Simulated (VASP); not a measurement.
## Ni3Ge: single point with r2SCAN

The system is Ni3Ge.

```
Ni Ge
1.0
     3.53033    0.00000    0.00000
     0.00000    3.53033    0.00000
     0.00000    0.00000    3.53033
Ni Ge
3 1
Direct
  0.50000 0.00000 0.50000
  0.00000 0.50000 0.50000
  0.50000 0.50000 0.00000
  0.00000 0.00000 0.00000
```

| Item | Value |
| --- | --- |
| Program | VASP 6.6.1 |
| Task | single point |
| Functional | r2SCAN |
| Potentials or basis | VASP PAW PBE potentials, release 64 (Ni, Ge_d) |
| Cutoff | 520 eV |
| k mesh | 18 × 18 × 18 |
| Occupations | gaussian, width 0.1 eV |
| Spin | no spin polarisation |
| Dipole correction | no |
| Further INCAR settings | ALGO = Normal; EDIFF = 1e-06; NBANDS = 30 |

```
Pressure               : 0.8 GPa
Band gap on the k mesh : zero (bands 22 and 23 overlap by 0.26 eV)
```

Levels at points of the mesh, in eV from the Fermi level:
| k point | band 18 | band 19 | band 20 | band 21 | band 22 | band 23 | band 24 | band 25 | band 26 | band 27 |
| --- | --- | --- | --- | --- | --- | --- | --- | --- | --- | --- |
| (0.00, 0.00, 0.00) | -1.04 | -0.70 | -0.70 | -0.36 | 0.04 | 0.04 | 0.04 | 4.30 | 7.17 | 7.17 |
| (0.50, 0.00, 0.00) | -1.32 | -1.32 | -1.22 | -0.65 | 0.04 | 3.74 | 3.74 | 5.18 | 6.03 | 6.03 |
| (0.50, 0.50, 0.00) | -1.51 | -1.29 | -1.16 | -0.98 | -0.93 | 0.62 | 0.62 | 5.91 | 6.93 | 9.02 |
| (0.50, 0.50, 0.50) | -1.46 | -1.22 | -1.22 | -0.55 | -0.22 | -0.22 | -0.22 | 0.78 | 4.45 | 4.45 |

It took 6.3 min on 1 thread of Intel(R) Xeon(R) 6975P-C (Granite Rapids), with other jobs on the host, peak memory 0.37 GiB.

Caveat: the PAW data sets were made with another functional, which shifts forces and pressure a little. Spin polarisation is off, so any magnetic state and its effect on volume and gap are missing.
